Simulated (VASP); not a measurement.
Wanted: the native input for a VASP 6.6.1 run.

```
Task                   : single point
Functional             : PBE
Potentials or basis    : VASP PAW PBE potentials, release 64 (Ta_pv, Cl, F)
Cutoff                 : 520 eV
k mesh                 : 4 × 4 × 4
Occupations            : gaussian, width 0.1 eV
Spin                   : no spin polarisation
Dipole correction      : no
Further INCAR settings : ALGO = Normal; EDIFF = 1e-07; NBANDS = 28
```

The structure of TaCl3F lies in POSCAR:

```
TaCl3F
1.0
    4.6933792400      0.0000000000      0.0000000000
    0.0000000000      4.6933792400      0.0000000000
    0.0000000000      0.0000000000      4.6933792400
Ta Cl F
1 3 1
Direct
    0.0000000000      0.0000000000      0.0000000000
    0.0000000000      0.5000000000      0.5000000000
    0.5000000000      0.0000000000      0.5000000000
    0.5000000000      0.5000000000      0.0000000000
    0.5000000000      0.5000000000      0.5000000000
```

The input as run:

INCAR

```
SYSTEM = TaCl3F
  PREC = Accurate
  ENCUT = 520
  EDIFF = 1E-7
  ISMEAR = 0
  SIGMA = 0.1
  LREAL = .False.
  LASPH = .True.
  NELM = 60
  ALGO = Normal
  ISIF = 2
  LWAVE = .False.
  LCHARG = .False.
  GGA = PE
  NBANDS = 28
```

KPOINTS

```
regular mesh
0
Gamma
  4 4 4
  0 0 0
```

Potentials or basis: VASP PAW PBE potentials, release 64 (Ta_pv, Cl, F).

Launch:

```console
$ cat potpaw_PBE.64/Ta_pv/POTCAR potpaw_PBE.64/Cl/POTCAR potpaw_PBE.64/F/POTCAR > POTCAR
$ mpirun -np 1 vasp_std > vasp.out
```

It gave:

* Pressure: -5.2 GPa

Caveat: an odd number of electrons without spin polarisation forces a metal; a magnetic or distorted state may lie lower.

Run time: 32 s on 1 thread of Intel Xeon 6975P-C (shared host), peak memory 0.21 GiB.
